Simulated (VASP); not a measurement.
# MgS (Niningerite) (Fm-3m) in VASP: settings compared, part 2 of 2

VASP 6.6.1.

### 4 Single point, PBE (volume changed by +6%)

The input, INCAR:

```
SYSTEM = MgS
PREC = Accurate ; ENCUT = 600
EDIFF = 1E-6 ; ISMEAR = 0
SIGMA = 0.01 ; LREAL = .FALSE.
LASPH = .TRUE. ; NELM = 120
ALGO = Normal ; ISIF = 2
LWAVE = .FALSE. ; LCHARG = .FALSE.
GGA = PE ; NBANDS = 11
GGA_COMPAT = .FALSE.
```

The input, KPOINTS:

```
regular mesh
0
G
  8 8 8
  0 0 0
```

The input, POSCAR:

```
MgS
1.0
    0.0000000000      2.6661423961      2.6661423961
    2.6661423961      0.0000000000      2.6661423961
    2.6661423961      2.6661423961      0.0000000000
Mg S
1 1
Direct
    0.0000000000      0.0000000000      0.0000000000
    0.5000000000      0.5000000000      0.5000000000
```

Potentials or basis: VASP PAW PBE potentials, release 64 (Mg, S).

Run with:

```sh
cat potpaw_PBE.64/Mg/POTCAR potpaw_PBE.64/S/POTCAR > POTCAR
mpirun -np 1 vasp_std > vasp.out
```

OUTCAR:

```text
SYSTEM = MgS
   PREC = Accurate
   ENCUT = 600
   EDIFF = 1E-6
   ISMEAR = 0
   LREAL = .FALSE.
   LASPH = .TRUE.
   NELM = 120
   ISIF = 2
   GGA = PE

 ion  position               nearest neighbor table
   1  0.000  0.000  0.000-   2 2.67   2 2.67   2 2.67   2 2.67   2 2.67   2 2.67
   2  0.500  0.500  0.500-   1 2.67   1 2.67   1 2.67   1 2.67   1 2.67   1 2.67

  LATTYP: Found a face centered cubic cell.
 ALAT       =     5.3322847922

  Lattice vectors:

 A1 = (   0.0000000000,   2.6661423961,   2.6661423961)
 A2 = (   2.6661423961,   0.0000000000,   2.6661423961)
 A3 = (   2.6661423961,   2.6661423961,   0.0000000000)

Analysis of symmetry for initial positions (statically):
=====================================================================
 Subroutine PRICEL returns:
 Original cell was already a primitive cell.

 Routine SETGRP: Setting up the symmetry group for a
 face centered cubic supercell.

 Subroutine GETGRP returns: Found 48 space group operations
 (whereof 48 operations were pure point group operations)
 out of a pool of 48 trial point group operations.

The static configuration has the point symmetry O_h .

Analysis of symmetry for dynamics (positions and initial velocities):
=====================================================================
 Subroutine PRICEL returns:
 Original cell was already a primitive cell.

 Routine SETGRP: Setting up the symmetry group for a
 face centered cubic supercell.

 Subroutine GETGRP returns: Found 48 space group operations
 (whereof 48 operations were pure point group operations)
 out of a pool of 48 trial point group operations.

The dynamic configuration has the point symmetry O_h .

 Subroutine INISYM returns: Found 48 space group operations
 (whereof 48 operations are pure point group operations),
 and found     1 'primitive' translations

----------------------------------------------------------------------------------------

                                     Primitive cell

  volume of cell :      37.9036

  direct lattice vectors                    reciprocal lattice vectors
     0.000000000  2.666142396  2.666142396    -0.187536870  0.187536870  0.187536870
     2.666142396  0.000000000  2.666142396     0.187536870 -0.187536870  0.187536870
     2.666142396  2.666142396  0.000000000     0.187536870  0.187536870 -0.187536870

  length of vectors
     3.770494736  3.770494736  3.770494736     0.324823387  0.324823387  0.324823387

  position of ions in fractional coordinates (direct lattice)
     0.000000000  0.000000000  0.000000000
     0.500000000  0.500000000  0.500000000

  ion indices of the primitive-cell ions
   primitive index   ion index
                 1           1
                 2           2

----------------------------------------------------------------------------------------

 KPOINTS: regular mesh

Automatic generation of k-mesh.
 Grid dimensions read from file:
 generate k-points for:    8    8    8

 Generating k-lattice:

  Cartesian coordinates                     Fractional coordinates (reciprocal lattice)
    -0.023442109  0.023442109  0.023442109     0.125000000  0.000000000  0.000000000
     0.023442109 -0.023442109  0.023442109     0.000000000  0.125000000  0.000000000
     0.023442109  0.023442109 -0.023442109     0.000000000  0.000000000  0.125000000

  Length of vectors
     0.040602923  0.040602923  0.040602923

  Shift w.r.t. Gamma in fractional coordinates (k-lattice)
     0.000000000  0.000000000  0.000000000

 Subroutine IBZKPT returns following result:
 ===========================================

 Found     29 irreducible k-points:

 Following reciprocal coordinates:
            Coordinates               Weight
  0.000000  0.000000  0.000000      1.000000
  0.125000  0.000000  0.000000      8.000000
  0.250000  0.000000  0.000000      8.000000
  0.375000  0.000000  0.000000      8.000000
  0.500000  0.000000  0.000000      4.000000
  0.125000  0.125000  0.000000      6.000000
[... 16 lines left out ...]
  0.500000  0.250000  0.125000     48.000000
 -0.375000  0.250000  0.125000     24.000000
 [... further k-points ...]
   k-points           NKPTS =     29   k-points in BZ     NKDIM =     29   number of bands    NBANDS=     11
   number of dos      NEDOS =    301   number of ions     NIONS =      2
   total plane-waves  NPLWV =  27000
   dimension x,y,z NGX =    30 NGY =   30 NGZ =   30
   dimension x,y,z NGXF=    60 NGYF=   60 NGZF=   60
   ions per type =               1   1
   NGX,Y,Z   is equivalent  to a cutoff of  13.23, 13.23, 13.23 a.u.
   NGXF,Y,Z  is equivalent  to a cutoff of  26.45, 26.45, 26.45 a.u.
 SYSTEM =  MgS
   PREC   = accura    normal or accurate (medium, high low for compatibility)
   ISTART =      0    job   : 0-new  1-cont  2-samecut
   ICHARG =      2    charge: 1-file 2-atom 10-const
   ISPIN  =      1    spin polarized calculation?
   LNONCOLLINEAR =      F non collinear calculations
   LSORBIT =      F    spin-orbit coupling
   LASPH  =      T    aspherical Exc in radial PAW
   ENCUT  =  600.0 eV  44.10 Ry    6.64 a.u.   7.53  7.53  7.53*2*pi/ulx,y,z
   NELM   =    120;   NELMIN=  2; NELMDL= -5     # of ELM steps
   EDIFF  = 0.1E-05   stopping-criterion for ELM
   LREAL  =      F    real-space projection
   EDIFFG = 0.1E-04   stopping-criterion for IOM
   NSW    =      0    number of steps for IOM
   IBRION =     -1    ionic relax: 0-MD 1-quasi-New 2-CG
   NFREE  =      0    steps in history (QN), initial steepest desc. (CG)
   ISIF   =      2    stress and relaxation
   ISYM   =      2    0-nonsym 1-usesym 2-fastsym
   POTIM  = 0.5000    time-step for ionic-motion
   TEBEG  =    0.0;   TEEND  =   0.0 temperature during run
   PSTRESS=    0.0 pullay stress
   NELECT =       8.0000    total number of electrons
   NUPDOWN=      -1.0000    fix difference up-down
   EMIN   =  10.00;   EMAX   =-10.00  energy-range for DOS
   EFERMI =   0.00;   METHOD = LEGACY
   ISMEAR =     0;   SIGMA  =   0.01  broadening in eV -4-tet -1-fermi 0-gaus
   EFERMI_NEDOS =   21; number of points for ismear=-14 and -15
   IALGO  =     38    algorithm
   IMIX   =      4    mixing-type and parameters
     AMIX     =   0.40;   BMIX     =  1.00
     AMIX_MAG =   1.60;   BMIX_MAG =  1.00
  volume/ion in A,a.u.               =      18.95       127.89
  Fermi-wavevector in a.u.,A,eV,Ry     =   0.974716  1.841946 12.926508  0.950072
  Thomas-Fermi vector in A             =   2.105198
   LORBIT       =      0    0 simple, 1 ext, 2 COOP (PROOUT), +10 PAW based schemes
   GGA     = PE    functional components
   LHFCALC =     F    Hartree Fock is set to
   AEXX    =    0.0000 exact exchange contribution
   IVDW    =     0    specifies the selected vdW correction
   LEPSILON=     F    determine dielectric tensor
   LRPA    =     F    only Hartree local field effects (RPA)
 non-spin polarized calculation
 Gauss-broadening in eV      SIGMA  =   0.01
  energy-cutoff  :      600.00
  volume of cell :       37.90
 maximum number of plane-waves:      1283
   NGX = 15   NGY = 15   NGZ = 15

 number of electron       8.0000001 magnetization

 Free energy of the ion-electron system (eV)
  ---------------------------------------------------
  ext. energy  EPLUGINS =         0.00000000
  ---------------------------------------------------
  free energy    TOTEN  =        -8.47302911 eV

  energy without entropy =       -8.47302911  energy(sigma->0) =       -8.47302911

 E-fermi :   3.1527     XC(G=0):  -9.3891

 val. band max:        3.0963166997   @ k =   0.0000   0.0000   0.0000
 cond. band min:       5.7083338729   @ k =   0.5000   0.5000   0.0000
 fundamental gap:      2.6120171731
 Fermi energy:         3.1527174797

 k-point     1 :       0.0000    0.0000    0.0000
  band No.  band energies     occupation
      1      -9.1743      2.00000
      2       3.0963      2.00000
      3       3.0963      2.00000
      4       3.0963      2.00000
      5       6.2533      0.00000
      6      11.0848      0.00000
      7      11.0848      0.00000
      8      11.0848      0.00000
      9      13.3555      0.00000
     10      13.3555      0.00000
     11      15.4531      0.00000
[... 309 lines left out ...]
 k-point    24 :      -0.3750    0.2500    0.1250
  band No.  band energies     occupation
      1      -7.8801      2.00000
      2      -0.8609      2.00000
      3       1.1717      2.00000
      4       2.0731      2.00000
      5       8.4709      0.00000
      6       9.0431      0.00000
      7      11.2748      0.00000
      8      12.1476      0.00000
      9      15.0361      0.00000
     10      15.7904      0.00000
     11      18.2040      0.00000

 [... further k-points ...]
[... 5 lines left out ...]
  --------------------------------------------------------------------------------------
  -------------------------------------------------------------------------------------
  Total       -0.9634842     -0.9634842     -0.9634842      0.0000000      0.0000000      0.0000000
  in kB      -40.7263184    -40.7263184    -40.7263184      0.0000000      0.0000000      0.0000000
  external PRESSURE =     -40.7263184 kB  Pullay stress =       0.0000000 kB

 VOLUME and BASIS-vectors are now :
 -----------------------------------------------------------------------------
  energy-cutoff  :      600.00
  volume of cell :       37.90
      direct lattice vectors                 reciprocal lattice vectors
     0.000000000  2.666142396  2.666142396    -0.187536870  0.187536870  0.187536870
     2.666142396  0.000000000  2.666142396     0.187536870 -0.187536870  0.187536870
     2.666142396  2.666142396  0.000000000     0.187536870  0.187536870 -0.187536870

 POSITION                                       TOTAL-FORCE (eV/Angst)
 -----------------------------------------------------------------------------------
      0.00000      0.00000      0.00000        -0.000000     -0.000000      0.000000
      2.66614      2.66614      2.66614         0.000000      0.000000     -0.000000
 -----------------------------------------------------------------------------------
    total drift:                               -0.000000     -0.000000      0.000000

  FREE ENERGIE OF THE ION-ELECTRON SYSTEM (eV)
  ---------------------------------------------------
  free  energy   TOTEN  =        -8.4730291076 eV

  energy  without entropy=       -8.4730291076  energy(sigma->0) =       -8.47302911
```

stdout:

```text
POSCAR found type information on POSCAR MgS
 POSCAR found :  2 types and       2 ions
 scaLAPACK will be used
 LDA part: xc-table for (Slater+PW92), standard interpolation
 POSCAR, INCAR and KPOINTS ok, starting setup
 FFT: planning ... GRIDC
 FFT: planning ... GRID_SOFT
 FFT: planning ... GRID
 WAVECAR not read
 entering main loop
```

Wall time 7.2 s (1 thread of Intel Xeon 6975P-C (Granite Rapids), shared host); peak memory 0.17 GiB.

Results:

```yaml
Free_energy: -8.4730 eV
Pressure: -4.1 GPa
Band_gap_on_the_k_mesh: 2.61 eV, indirect (least direct gap 3.16 eV)
```

 A k mesh can miss the band edges.

### 5 Single point, r2SCAN (volume changed by +3%)

The input, POSCAR:

```
MgS
1.0
    0.0000000000      2.6272770165      2.6272770165
    2.6272770165      0.0000000000      2.6272770165
    2.6272770165      2.6272770165      0.0000000000
Mg S
1 1
Direct
    0.0000000000      0.0000000000      0.0000000000
    0.5000000000      0.5000000000      0.5000000000
```

The input, INCAR.step1:

```
ALGO = Normal
EDIFF = 1E-5
ENCUT = 660
GGA = PE
GGA_COMPAT = F
ISMEAR = 0
LASPH = T
LCHARG = F
LREAL = F
LWAVE = T
NBANDS = 11
NELM = 120
PREC = Accurate
SIGMA = 0.01
```

The input, INCAR.step2:

```
ALGO = Normal
EDIFF = 1E-6
ENCUT = 660
GGA_COMPAT = F
ISIF = 2
ISMEAR = 0
ISTART = 1
LASPH = T
LCHARG = F
LMIXTAU = T
LREAL = F
LWAVE = F
METAGGA = R2SCAN
NBANDS = 11
NELM = 120
PREC = Accurate
SIGMA = 0.01
```

The input, KPOINTS:

```
k-points
0
Gamma
  8 8 8
```

Run with:

```sh
cat potpaw_PBE.64/Mg/POTCAR potpaw_PBE.64/S/POTCAR > POTCAR
cp INCAR.step1 INCAR
mpirun -np 1 vasp_std > vasp.out
cp INCAR.step2 INCAR
mpirun -np 1 vasp_std > vasp.out
```

It took 30 s on 1 thread of Intel Xeon 6975P-C (Granite Rapids), shared host; peak memory 0.19 GiB.

Results (log left out):

```yaml
Free_energy: -15.5010 eV
Pressure: -2.6 GPa
Band_gap_on_the_k_mesh: 3.37 eV, indirect (least direct gap 4.37 eV)
```

Levels at points of the mesh, in eV from the valence-band top:
| k point | band 2 | band 3 | band 4 | band 5 | band 6 | band 7 |
| --- | --- | --- | --- | --- | --- | --- |
| (0.00, 0.00, 0.00) | 0.00 | 0.00 | 0.00 | 4.37 | 8.55 | 8.55 |
| (0.50, 0.00, 0.00) | -4.72 | -0.59 | -0.59 | 5.17 | 7.47 | 7.47 |
| (0.50, 0.50, 0.00) | -4.12 | -1.66 | -1.66 | 3.37 | 5.01 | 12.84 |

Caveat: the PAW data sets were made with another functional, which shifts forces and pressure a little. A k mesh can miss the band edges.

### 6 Overview

| level | cell | cutoff (eV) | gap on the mesh (eV) | pressure (GPa) |
| --- | --- | --- | --- | --- |
| PBE | a = 3.698 Å, angles 60.0°, 2 atoms | 600 | 2.74 | -0.3 |
| PBE | a = 3.735 Å, angles 60.0°, 2 atoms | 600 | 2.68 | -2.3 |
| PBE | a = 3.770 Å, angles 60.0°, 2 atoms | 600 | 2.61 | -4.1 |
| r2SCAN | a = 3.716 Å, angles 60.0°, 2 atoms | 660 | 3.37 | -2.6 |

Alike in all rows: task single point; potentials or basis VASP PAW PBE potentials, release 64 (Mg, S); no spin polarisation; k mesh 8 × 8 × 8; smearing gaussian 0.01 eV.

Caveats: the PAW data sets were made with another functional, which shifts forces and pressure a little (some runs).

Total energies depend on the potentials used, so only differences within one code and one set of settings carry meaning.
